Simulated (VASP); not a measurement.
# C (P6_3mc) in VASP: single point with PBE

Aim: the single point of C with PBE.

All numbers are computed with VASP 6.6.1; they aren't measurements. Logs are shortened: lines on timing, memory, paths and dates and some standing lists are left out, and cuts for length are marked.

### 1 The cell of the first run

Symmetry: P6_3mc, No. 186, hexagonal system. The conventional cell has a = 2.470 Å, b = 2.470 Å, c = 6.790 Å, α = 90.00°, β = 90.00°, γ = 120.00°. Within 1.9 Å of C (site symmetry 3m) lie 3 C at 1.43 Å. C (site symmetry 3m) has 3 C at 1.43 Å within 1.9 Å.

### 2 Single point, PBE

Input file INCAR:

```
ALGO = Normal ; EDIFF = 1E-6
ENCUT = 520 ; GGA = PE
ISIF = 2 ; ISMEAR = 0
LASPH = True ; LCHARG = True
LELF = True ; LREAL = False
LVHAR = True ; LWAVE = False
NBANDS = 16 ; NELM = 60
PREC = Accurate ; SIGMA = 0.15
```

Input file KPOINTS:

```
k-points
0
Gamma
  12 12 4
```

Input file POSCAR:

```
C
1.0
    2.4700000000      0.0000000000      0.0000000000
   -1.2350000000      2.1390827500      0.0000000000
    0.0000000000      0.0000000000      6.7900000000
C
4
Direct
    0.0000000000      0.0000000000      0.0000000000
    0.0000000000      0.0000000000      0.5000000000
    0.3333333333      0.6666666667      0.0050000000
    0.6666666667      0.3333333333      0.5050000000
```

Potentials or basis: VASP PAW PBE potentials, release 64 (C).

Launch:

```bash
> cat potpaw_PBE.64/C/POTCAR > POTCAR
> mpirun -np 1 vasp_std > vasp.out
```

OUTCAR:

```text
EDIFF = 1E-6
   ENCUT = 520
   GGA = PE
   ISIF = 2
   ISMEAR = 0
   LASPH = True
   LREAL = False
   NELM = 60
   PREC = Accurate

 ion  position               nearest neighbor table
   1  0.000  0.000  0.000-   3 1.43   3 1.43   3 1.43
   2  0.000  0.000  0.500-   4 1.43   4 1.43   4 1.43
   3  0.333  0.667  0.005-   1 1.43   1 1.43   1 1.43
   4  0.667  0.333  0.505-   2 1.43   2 1.43   2 1.43

  LATTYP: Found a hexagonal cell.
 ALAT       =     2.4700000000
 C/A-ratio  =     2.7489878543

  Lattice vectors:

 A1 = (   2.4700000000,   0.0000000000,   0.0000000000)
 A2 = (  -1.2350000000,   2.1390827500,   0.0000000000)
 A3 = (   0.0000000000,   0.0000000000,   6.7900000000)

Analysis of symmetry for initial positions (statically):
=====================================================================
 Subroutine PRICEL returns:
 Original cell was already a primitive cell.

 Routine SETGRP: Setting up the symmetry group for a
 hexagonal supercell.

 Subroutine GETGRP returns: Found 12 space group operations
 (whereof  6 operations were pure point group operations)
 out of a pool of 24 trial point group operations.

The static configuration has the point symmetry C_3v.
 The point group associated with its full space group is C_6v.

Analysis of symmetry for dynamics (positions and initial velocities):
=====================================================================
 Subroutine PRICEL returns:
 Original cell was already a primitive cell.

 Routine SETGRP: Setting up the symmetry group for a
 hexagonal supercell.

 Subroutine GETGRP returns: Found 12 space group operations
 (whereof  6 operations were pure point group operations)
 out of a pool of 24 trial point group operations.

The dynamic configuration has the point symmetry C_3v.
 The point group associated with its full space group is C_6v.

 Subroutine INISYM returns: Found 12 space group operations
 (whereof  6 operations are pure point group operations),
 and found     1 'primitive' translations

----------------------------------------------------------------------------------------

[... 92 lines left out ...]
   LSORBIT =      F    spin-orbit coupling
   LASPH  =      T    aspherical Exc in radial PAW
   ENCUT  =  520.0 eV  38.22 Ry    6.18 a.u.   4.59  4.59 12.62*2*pi/ulx,y,z
   NELM   =     60;   NELMIN=  2; NELMDL= -5     # of ELM steps
   EDIFF  = 0.1E-05   stopping-criterion for ELM
   LREAL  =      F    real-space projection
   EDIFFG = 0.1E-04   stopping-criterion for IOM
   NSW    =      0    number of steps for IOM
   IBRION =     -1    ionic relax: 0-MD 1-quasi-New 2-CG
   NFREE  =      0    steps in history (QN), initial steepest desc. (CG)
   ISIF   =      2    stress and relaxation
   ISYM   =      2    0-nonsym 1-usesym 2-fastsym
   POTIM  = 0.5000    time-step for ionic-motion
   TEBEG  =    0.0;   TEEND  =   0.0 temperature during run
   PSTRESS=    0.0 pullay stress
   NELECT =      16.0000    total number of electrons
   NUPDOWN=      -1.0000    fix difference up-down
   EMIN   =  10.00;   EMAX   =-10.00  energy-range for DOS
   EFERMI =   0.00;   METHOD = LEGACY
   ISMEAR =     0;   SIGMA  =   0.15  broadening in eV -4-tet -1-fermi 0-gaus
   EFERMI_NEDOS =   21; number of points for ismear=-14 and -15
   IALGO  =     38    algorithm
   IMIX   =      4    mixing-type and parameters
     AMIX     =   0.40;   BMIX     =  1.00
     AMIX_MAG =   1.60;   BMIX_MAG =  1.00
  volume/ion in A,a.u.               =       8.97        60.52
  Fermi-wavevector in a.u.,A,eV,Ry     =   1.250787  2.363645 21.285884  1.564468
  Thomas-Fermi vector in A             =   2.384765
   LORBIT       =      0    0 simple, 1 ext, 2 COOP (PROOUT), +10 PAW based schemes
   GGA     = PE    functional components
   LHFCALC =     F    Hartree Fock is set to
   AEXX    =    0.0000 exact exchange contribution
   IVDW    =     0    specifies the selected vdW correction
   LEPSILON=     F    determine dielectric tensor
   LRPA    =     F    only Hartree local field effects (RPA)
 non-spin polarized calculation
 Gauss-broadening in eV      SIGMA  =   0.15
  energy-cutoff  :      520.00
  volume of cell :       35.88
 maximum number of plane-waves:       984
   NGX =  9   NGY =  9   NGZ = 25

 number of electron      15.9999995 magnetization

 Free energy of the ion-electron system (eV)
  ---------------------------------------------------
  ext. energy  EPLUGINS =         0.00000000
  ---------------------------------------------------
  free energy    TOTEN  =       -36.82899529 eV

  energy without entropy =      -36.82606790  energy(sigma->0) =      -36.82753159

 E-fermi :   4.5311     XC(G=0): -10.2315

 val. band max:        4.5289000495   @ k =   0.3333   0.3333   0.5000
 cond. band min:       4.5316572398   @ k =   0.3333   0.3333   0.2500
 fundamental gap:      0.0027571903
 Fermi energy:         4.5311294860

 k-point     1 :       0.0000    0.0000    0.0000
  band No.  band energies     occupation
      1     -15.0514      2.00000
      2     -14.7767      2.00000
      3      -3.8860      2.00000
      4      -2.0272      2.00000
      5       1.5263      2.00000
      6       1.5263      2.00000
[... 433 lines left out ...]
      3      -5.0904      2.00000
      4      -5.0045      2.00000
      5      -1.2122      2.00000
      6      -1.1788      2.00000
[... 8 lines left out ...]
     15      19.7190      0.00000
     16      20.6774      0.00000

 [... further k-points ...]

------------------------ aborting loop because EDIFF is reached ----------------------------------------

  FORCE on cell =-STRESS in cart. coord.  units (eV):
  Direction    XX          YY          ZZ          XY          YZ          ZX
  --------------------------------------------------------------------------------------
  -------------------------------------------------------------------------------------
  Total       -0.2935338     -0.2935338      0.6148584     -0.0000000      0.0000000      0.0000000
  in kB      -13.1091446    -13.1091447     27.4594233     -0.0000000      0.0000000      0.0000000
  external PRESSURE =       0.4137113 kB  Pullay stress =       0.0000000 kB

 VOLUME and BASIS-vectors are now :
 -----------------------------------------------------------------------------
  energy-cutoff  :      520.00
  volume of cell :       35.88
      direct lattice vectors                 reciprocal lattice vectors
     2.470000000  0.000000000  0.000000000     0.404858300  0.233745048  0.000000000
    -1.235000000  2.139082750  0.000000000     0.000000000  0.467490096  0.000000000
     0.000000000  0.000000000  6.790000000     0.000000000  0.000000000  0.147275405

 POSITION                                       TOTAL-FORCE (eV/Angst)
 -----------------------------------------------------------------------------------
      0.00000      0.00000      0.00000         0.000000     -0.000000      0.567153
      0.00000      0.00000      3.39500        -0.000000     -0.000000      0.567153
     -0.00000      1.42606      0.03395         0.000000      0.000000     -0.567153
      1.23500      0.71303      3.42895         0.000000     -0.000000     -0.567153
 -----------------------------------------------------------------------------------
    total drift:                               -0.000000     -0.000000      0.000026

  FREE ENERGIE OF THE ION-ELECTRON SYSTEM (eV)
  ---------------------------------------------------
  free  energy   TOTEN  =       -36.8289952887 eV

  energy  without entropy=      -36.8260679011  energy(sigma->0) =      -36.82753159
```

OSZICAR:

```text
N       E                     dE             d eps       ncg     rms          rms(c)
DAV:   1     0.319558971483E+02    0.31956E+02   -0.79466E+03  1824   0.937E+02
DAV:   2    -0.365043121687E+02   -0.68460E+02   -0.62487E+02  2608   0.184E+02
DAV:   3    -0.391305368993E+02   -0.26262E+01   -0.26169E+01  2408   0.341E+01
DAV:   4    -0.391517389966E+02   -0.21202E-01   -0.21197E-01  2264   0.368E+00
DAV:   5    -0.391520890085E+02   -0.35001E-03   -0.34999E-03  2352   0.445E-01    0.885E+00
DAV:   6    -0.373817487369E+02    0.17703E+01   -0.11771E+00  2224   0.688E+00    0.517E+00
DAV:   7    -0.368210753705E+02    0.56067E+00   -0.14583E+00  2208   0.776E+00    0.146E+00
DAV:   8    -0.368301443191E+02   -0.90689E-02   -0.70582E-02  2152   0.159E+00    0.335E-01
DAV:   9    -0.368288044607E+02    0.13399E-02   -0.20198E-03  2312   0.314E-01    0.960E-02
DAV:  10    -0.368289977694E+02   -0.19331E-03   -0.57447E-04  1992   0.155E-01    0.665E-02
DAV:  11    -0.368289947174E+02    0.30520E-05   -0.30635E-05  2336   0.381E-02    0.476E-03
DAV:  12    -0.368289952887E+02   -0.57134E-06   -0.12995E-06  2080   0.784E-03
   1 F= -.36828995E+02 E0= -.36827532E+02  d E =-.292739E-02
```

stdout:

```text
POSCAR found type information on POSCAR C
 POSCAR found :  1 types and       4 ions
 scaLAPACK will be used
 LDA part: xc-table for (Slater+PW92), standard interpolation
 POSCAR, INCAR and KPOINTS ok, starting setup
 FFT: planning ... GRIDC
 FFT: planning ... GRID_SOFT
 FFT: planning ... GRID
 WAVECAR not read
 entering main loop
```

Wall time 15 s (1 thread of Intel Xeon Platinum 8488C (Sapphire Rapids), shared host); peak memory 0.14 GiB.

Results:

| Property | Result |
| --- | --- |
| Free energy | -36.8290 eV |
| Pressure | 0.0 GPa |
| Largest force | 0.567 eV/Å |
| Band gap on the k mesh | zero (band 8 reaches 4.53 eV, above the bottom of band 9 at 4.52 eV) |

Forces in eV/Å, atoms in the order of the input:
```
C    0.000  0.000  0.567
C    0.000  0.000  0.567
C    0.000  0.000 -0.567
C    0.000  0.000 -0.567
```

Stress tensor (GPa, compression positive):
```
-1.31  0.00  0.00
 0.00 -1.31  0.00
 0.00  0.00  2.75
```

Caveat: this functional lacks dispersion, which binds the layers, so the pressure and a relaxed spacing across them are unreliable.
